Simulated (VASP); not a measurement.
# LiH (Fm-3m) in VASP: further runs, part 2 of 2

VASP 6.6.1.

## 3. G0W0 quasiparticle levels, PBE

POSCAR

```
LiH
1.0
    0.0000000000      1.9984726907      1.9984726907
    1.9984726907      0.0000000000      1.9984726907
    1.9984726907      1.9984726907      0.0000000000
Li H
1 1
Direct
    0.0000000000      0.0000000000      0.0000000000
    0.5000000000      0.5000000000      0.5000000000
```

INCAR.step1

```
PREC = Accurate
ENCUT = 500
EDIFF = 1E-8
ISMEAR = 0
SIGMA = 0.01
LREAL = F
LASPH = T
NELM = 80
ALGO = Normal
LWAVE = T
LCHARG = F
GGA = PE
```

INCAR.step2

```
PREC = Accurate
ENCUT = 500
EDIFF = 1E-8
ISMEAR = 0
SIGMA = 0.01
LREAL = F
LASPH = T
NELM = 1
ALGO = Exact
LWAVE = T
LCHARG = F
GGA = PE
NBANDS = 31
LOPTICS = T
ISTART = 1
```

INCAR.step3

```
PREC = Accurate
ENCUT = 500
EDIFF = 1E-8
ISMEAR = 0
SIGMA = 0.01
LREAL = F
LASPH = T
ALGO = EVGW0
LWAVE = F
LCHARG = F
GGA = PE
NELMGW = 1
NBANDS = 31
ENCUTGW = 80.0
NOMEGA = 96
PRECFOCK = Fast
ISTART = 1
NBANDSGW = 9
OMEGAMAX = 20
```

KPOINTS

```
regular mesh
0
Gamma
  8 8 8
```

Potentials or basis: VASP PAW PBE potentials, release 64 (Li_GW, H_GW).

Run with:

```
cat potpaw_PBE.64/Li_GW/POTCAR potpaw_PBE.64/H_GW/POTCAR > POTCAR
cp INCAR.step1 INCAR
mpirun -np 1 vasp_std > vasp.out
cp INCAR.step2 INCAR
mpirun -np 1 vasp_std > vasp.out
cp INCAR.step3 INCAR
mpirun -np 1 vasp_std > vasp.out
```

OUTCAR:

```text
PREC = Accurate
   ENCUT = 500
   EDIFF = 1E-8
   ISMEAR = 0
   LREAL = F
   LASPH = T
   GGA = PE
   NELMGW = 1
   ENCUTGW = 80.0
   PRECFOCK = Fast
   ISTART = 1

 ion  position               nearest neighbor table
   1  0.000  0.000  0.000-   2 2.00   2 2.00   2 2.00   2 2.00   2 2.00   2 2.00
   2  0.500  0.500  0.500-   1 2.00   1 2.00   1 2.00   1 2.00   1 2.00   1 2.00

  LATTYP: Found a face centered cubic cell.
 ALAT       =     3.9969453814

  Lattice vectors:

 A1 = (   0.0000000000,   1.9984726907,   1.9984726907)
 A2 = (   1.9984726907,   0.0000000000,   1.9984726907)
 A3 = (   1.9984726907,   1.9984726907,   0.0000000000)

Analysis of symmetry for initial positions (statically):
=====================================================================
 Subroutine PRICEL returns:
 Original cell was already a primitive cell.

 Routine SETGRP: Setting up the symmetry group for a
 face centered cubic supercell.

 Subroutine GETGRP returns: Found 48 space group operations
 (whereof 48 operations were pure point group operations)
 out of a pool of 48 trial point group operations.

The static configuration has the point symmetry O_h .

Analysis of symmetry for dynamics (positions and initial velocities):
=====================================================================
 Subroutine PRICEL returns:
 Original cell was already a primitive cell.

 Routine SETGRP: Setting up the symmetry group for a
 face centered cubic supercell.

 Subroutine GETGRP returns: Found 48 space group operations
 (whereof 48 operations were pure point group operations)
 out of a pool of 48 trial point group operations.

The dynamic configuration has the point symmetry O_h .

 Subroutine INISYM returns: Found 48 space group operations
 (whereof 48 operations are pure point group operations),
 and found     1 'primitive' translations

----------------------------------------------------------------------------------------

                                     Primitive cell

  volume of cell :      15.9634

  direct lattice vectors                    reciprocal lattice vectors
     0.000000000  1.998472691  1.998472691    -0.250191060  0.250191060  0.250191060
     1.998472691  0.000000000  1.998472691     0.250191060 -0.250191060  0.250191060
     1.998472691  1.998472691  0.000000000     0.250191060  0.250191060 -0.250191060

  length of vectors
     2.826267183  2.826267183  2.826267183     0.433343627  0.433343627  0.433343627

  position of ions in fractional coordinates (direct lattice)
     0.000000000  0.000000000  0.000000000
     0.500000000  0.500000000  0.500000000

  ion indices of the primitive-cell ions
   primitive index   ion index
                 1           1
                 2           2

----------------------------------------------------------------------------------------

 KPOINTS: regular mesh

Automatic generation of k-mesh.
 Grid dimensions read from file:
 generate k-points for:    8    8    8

 Generating k-lattice:

  Cartesian coordinates                     Fractional coordinates (reciprocal lattice)
    -0.031273882  0.031273882  0.031273882     0.125000000  0.000000000  0.000000000
     0.031273882 -0.031273882  0.031273882     0.000000000  0.125000000  0.000000000
     0.031273882  0.031273882 -0.031273882     0.000000000  0.000000000  0.125000000

  Length of vectors
     0.054167953  0.054167953  0.054167953

  Shift w.r.t. Gamma in fractional coordinates (k-lattice)
     0.000000000  0.000000000  0.000000000

 Subroutine IBZKPT returns following result:
 ===========================================

 Found     29 irreducible k-points:

 Following reciprocal coordinates:
            Coordinates               Weight
  0.000000  0.000000  0.000000      1.000000
  0.125000  0.000000  0.000000      8.000000
  0.250000  0.000000  0.000000      8.000000
  0.375000  0.000000  0.000000      8.000000
  0.500000  0.000000  0.000000      4.000000
  0.125000  0.125000  0.000000      6.000000
[... 16 lines left out ...]
  0.500000  0.250000  0.125000     48.000000
 -0.375000  0.250000  0.125000     24.000000
 [... further k-points ...]
   k-points           NKPTS =     29   k-points in BZ     NKDIM =    512   number of bands    NBANDS=     31
   number of dos      NEDOS =    301   number of ions     NIONS =      2
   total plane-waves  NPLWV =  13824
   dimension x,y,z NGX =    24 NGY =   24 NGZ =   24
   dimension x,y,z NGXF=    48 NGYF=   48 NGZF=   48
   ions per type =               1   1
   NGX,Y,Z   is equivalent  to a cutoff of  14.12, 14.12, 14.12 a.u.
   NGXF,Y,Z  is equivalent  to a cutoff of  28.23, 28.23, 28.23 a.u.
 SYSTEM =  unknown system
   PREC   = accura    normal or accurate (medium, high low for compatibility)
   ISTART =      1    job   : 0-new  1-cont  2-samecut
   ICHARG =      0    charge: 1-file 2-atom 10-const
   ISPIN  =      1    spin polarized calculation?
   LNONCOLLINEAR =      F non collinear calculations
   LSORBIT =      F    spin-orbit coupling
   LASPH  =      T    aspherical Exc in radial PAW
   ENCUT  =  500.0 eV  36.75 Ry    6.06 a.u.   5.15  5.15  5.15*2*pi/ulx,y,z
   NELM   =     60;   NELMIN=  2; NELMDL=  0     # of ELM steps
   EDIFF  = 0.1E-07   stopping-criterion for ELM
   LREAL  =      F    real-space projection
   EDIFFG = 0.1E-06   stopping-criterion for IOM
   NSW    =      0    number of steps for IOM
   IBRION =     -1    ionic relax: 0-MD 1-quasi-New 2-CG
   NFREE  =      0    steps in history (QN), initial steepest desc. (CG)
   ISIF   =      0    stress and relaxation
   ISYM   =      3    0-nonsym 1-usesym 2-fastsym
   POTIM  = 0.5000    time-step for ionic-motion
   TEBEG  =    0.0;   TEEND  =   0.0 temperature during run
   PSTRESS=    0.0 pullay stress
   NELECT =       2.0000    total number of electrons
   NUPDOWN=      -1.0000    fix difference up-down
   EMIN   =  10.00;   EMAX   =-10.00  energy-range for DOS
   EFERMI =   0.00;   METHOD = LEGACY
   ISMEAR =     0;   SIGMA  =   0.01  broadening in eV -4-tet -1-fermi 0-gaus
   EFERMI_NEDOS =   21; number of points for ismear=-14 and -15
   IALGO  =     38    algorithm
   IMIX   =      4    mixing-type and parameters
     AMIX     =   0.40;   BMIX     =  1.00
     AMIX_MAG =   1.60;   BMIX_MAG =  1.00
  volume/ion in A,a.u.               =       7.98        53.86
  Fermi-wavevector in a.u.,A,eV,Ry     =   0.819175  1.548016  9.130155  0.671047
  Thomas-Fermi vector in A             =   1.929933
   LORBIT       =      0    0 simple, 1 ext, 2 COOP (PROOUT), +10 PAW based schemes
   GGA     = PE    functional components
   LHFCALC =     T    Hartree Fock is set to
   PRECFOCK=fast      Normal, Fast or Accurate (Low or Medium for compatibility)
   ENCUT4O =  -1.0   cutoff for four orbital integrals eV
   NKREDX  =     1    reduce k-point grid by
   NKREDY  =     1    reduce k-point grid by
   NKREDZ  =     1    reduce k-point grid by
   AEXX    =    1.0000 exact exchange contribution
   HFSCREEN=    0.0000 screening length (either q_TF or 0.3 A-1)
   HFSCREENC=   0.0000 screening length for correlation (either q_TF or 0.3 A-1)
   ENCUTFOCK=  -1.0 apply spherical cutoff to Coloumb kernel
   IVDW    =     0    specifies the selected vdW correction
   LEPSILON=     F    determine dielectric tensor
   LRPA    =     F    only Hartree local field effects (RPA)
   LRPAFORCE           =     F    calculate RPA forces
   ENCUTGW             =  80.0    cutoff for response function in eV
   ENCUTGWSOFT         =  64.0    soft cutoff for Coulomb kernel in GW response function in eV
   ENCUTLF             =  -1.0    cutoff for local field effects
   NELMGW              =     1    number of iterations in solving QP/BSE equation
   NELMHF              =     1    number of iterations in the inner HF iteration
   NKREDLFX            =     1    NKREDLFY  =   1   NKREDLFZ  =   1
 non-spin polarized calculation
 Gauss-broadening in eV      SIGMA  =   0.01
  energy-cutoff  :      500.00
  volume of cell :       15.96
 maximum number of plane-waves:       416
 NGX is ok and might be reduce to    24
  NGX = 14; NGY = 14; NGZ = 14
   NGX = 11   NGY = 11   NGZ = 11
 maximum number of plane-waves:        29
 NGX is ok and might be reduce to    10

 QP shifts <psi_nk| G(iteration)W_0 |psi_nk>: iteration 1
 for sc-GW calculations column KS-energies equals QP-energies in previous step
 and V_xc(KS)=  KS-energies - (<T + V_ion + V_H > + <T+V_H+V_ion>^1  + <V_x>^1)

 k-point   1 :       0.0000    0.0000    0.0000
  band No.  KS-energies  QP-energies   sigma(KS)   V_xc(KS)     V^pw_x(r,r')   Z            occupation Imag(sigma)

      1      -8.1370      -9.5234     -11.4318      -9.3636     -15.2196       0.6703       2.0000       0.1975
      2      13.5601      14.4808     -10.0082     -11.3131      -4.1572       0.7057       0.0000      -0.9239
      3      15.3479      16.4376      -6.5219      -7.9779      -1.3830       0.7484       0.0000      -0.5435
      4      15.3479      16.4376      -6.5219      -7.9779      -1.3830       0.7484       0.0000      -0.5435
      5      15.3479      16.4376      -6.5219      -7.9779      -1.3830       0.7484       0.0000      -0.5435
      6      20.0857      20.6065      -6.7269      -7.2808      -1.1060       0.9403       0.0000      -2.2055
      7      20.0857      20.6065      -6.7269      -7.2808      -1.1060       0.9403       0.0000      -2.2055
      8      20.0857      20.6065      -6.7269      -7.2808      -1.1060       0.9403       0.0000      -2.2055
      9      21.7385      22.4078      -6.0069      -6.7865      -0.8235       0.8585       0.0000      -1.8913
[... 290 lines left out ...]
      1      -4.3732      -5.5830     -11.9328     -10.2984     -14.1772       0.7402       2.0000       0.0705
      2       2.4498       3.0990      -6.6606      -7.4893      -3.0251       0.7834       0.0000      -0.0679
      3       6.2490       7.0091      -7.4929      -8.5134      -3.2008       0.7448       0.0000      -0.1447
      4      10.7254      11.4230      -6.7608      -7.6939      -1.7963       0.7476       0.0000      -0.4078
      5      13.8794      14.7761      -7.0208      -8.2349      -1.6552       0.7386       0.0000      -0.6802
      6      20.5800      21.4335      -6.9711      -7.9695      -1.4784       0.8548       0.0000      -1.8894
      7      23.6494      24.8702      -6.9792      -8.3630      -1.3994       0.8822       0.0000      -2.2013
      8      24.8673      26.2316      -6.0974      -7.6707      -0.8883       0.8672       0.0000      -1.9551
      9      26.1162      27.7789      -6.3156      -8.1822      -1.3158       0.8908       0.0000      -2.2007

 [... further k-points ...]
```

It took 3.1 min on 1 thread of Intel Xeon Platinum 8375C at 2.90GHz (Ice Lake), shared host; peak memory 0.35 GiB.

Results:

```yaml
Quasiparticle_gap: 4.76 eV
Least_direct_quasiparticle_gap: 4.76 eV
Band_gap_of_the_starting_levels_on_the_mesh: 2.98 eV
Least_direct_gap_of_the_starting_levels_on_the_mesh: 2.98 eV
```

Caveat: bands, screening cutoff and mesh are small and nothing is extrapolated, so the quasiparticle values aren't converged.
